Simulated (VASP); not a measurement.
Wanted: the native input for a VASP 6.6.1 run.

- Task: single point
- Functional: LDA
- Potentials or basis: VASP PAW LDA potentials, release 64 (Si, C)
- Cutoff: 520 eV
- k mesh: 12 × 12 × 6
- Occupations: gaussian, width 0.05 eV
- Spin: no spin polarisation
- Dipole correction: no
- Further INCAR settings: ALGO = Normal; EDIFF = 1e-06; NBANDS = 16

The structure of SiC lies in POSCAR:

```
SiC
1.0
    3.2981498406      0.0000000000      0.0000000000
   -1.6490749203      2.8562815474      0.0000000000
    0.0000000000      0.0000000000      4.9963671935
Si C
2 2
Direct
    0.3333333333      0.6666666667      0.0017573057
    0.6666666667      0.3333333333      0.5017573057
    0.3333333333      0.6666666667      0.3832426943
    0.6666666667      0.3333333333      0.8832426943
```

This cell differs from its parent crystal: volume 11.767 Å^3 an atom, c/a of the conventional cell 1.5149.

The input as run:

INCAR

```
SYSTEM = SiC
PREC = Accurate
ENCUT = 520
EDIFF = 1E-6
ISMEAR = 0
SIGMA = 0.05
LREAL = .False.
LASPH = .True.
NELM = 100
ALGO = Normal
ISIF = 2
LWAVE = .False.
LCHARG = .False.
GGA = CA
NBANDS = 16
```

KPOINTS

```
regular mesh
0
Gamma
  12 12 6
  0 0 0
```

Potentials or basis: VASP PAW LDA potentials, release 64 (Si, C).

Command:

```sh
$ cat potpaw_LDA.64/Si/POTCAR potpaw_LDA.64/C/POTCAR > POTCAR
$ mpirun -np 1 vasp_std > vasp.out
```

It gave:

* Pressure: -24.5 GPa
* Largest force: 0.006 eV/Å
* Band gap on the k mesh: 1.69 eV, indirect (least direct gap 2.35 eV)

Run time: 49 s on 1 thread of Intel(R) Xeon(R) Platinum 8175M CPU @ 2.50GHz (Skylake/Cascade Lake), with other jobs on the host, peak memory 0.18 GiB.
